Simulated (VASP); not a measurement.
Here is a VASP 6.6.1 calculation.

POSCAR

```
ScAl2
1.0
    0.0000000000      3.7005360937      3.7005360937
    3.7005360937      0.0000000000      3.7005360937
    3.7005360937      3.7005360937      0.0000000000
Sc Al
2 4
Direct
    0.5000000000      0.5000000000      0.5000000000
    0.7500000000      0.7500000000      0.7500000000
    0.1250000000      0.1250000000      0.1250000000
    0.6250000000      0.1250000000      0.1250000000
    0.1250000000      0.6250000000      0.1250000000
    0.1250000000      0.1250000000      0.6250000000
```

File INCAR.step1:

```
SYSTEM = ScAl2
  PREC = Accurate
  ENCUT = 520
  ISMEAR = 0
  SIGMA = 0.1
  LREAL = .FALSE.
  LASPH = .TRUE.
  NELM = 80
  NBANDS = 26
  GGA = PE
  ALGO = Normal
  EDIFF = 1E-4
  LWAVE = .TRUE.
  LCHARG = .FALSE.
```

The input INCAR.step2:

```
SYSTEM = ScAl2
  PREC = Accurate
  ENCUT = 520
  EDIFF = 1E-6
  ISMEAR = 0
  SIGMA = 0.1
  LREAL = .FALSE.
  LASPH = .TRUE.
  NELM = 80
  ALGO = Normal
  ISIF = 2
  LWAVE = .FALSE.
  LCHARG = .TRUE.
  METAGGA = R2SCAN
  LMIXTAU = .TRUE.
  LELF = .TRUE.
  LVHAR = .TRUE.
  NBANDS = 26
  ISTART = 1
```

KPOINTS

```
Automatic mesh
0
G
  8 8 8
  0 0 0
```

Potentials or basis: VASP PAW PBE potentials, release 64 (Sc_sv, Al).

Launch:

```sh
$ cat potpaw_PBE.64/Sc_sv/POTCAR potpaw_PBE.64/Al/POTCAR > POTCAR
$ cp INCAR.step1 INCAR
$ mpirun -np 1 vasp_std > vasp.out
$ cp INCAR.step2 INCAR
$ mpirun -np 1 vasp_std > vasp.out
```

**Question.** Predict the pressure.

**Answer.** 6.7 GPa.

**Question.** What does it give for the band gap on the k mesh?

**Answer.** Zero (band 17 reaches 7.88 eV, above the bottom of band 18 at 5.14 eV).

Caveat: the PAW data sets were made with another functional, which shifts forces and pressure a little.
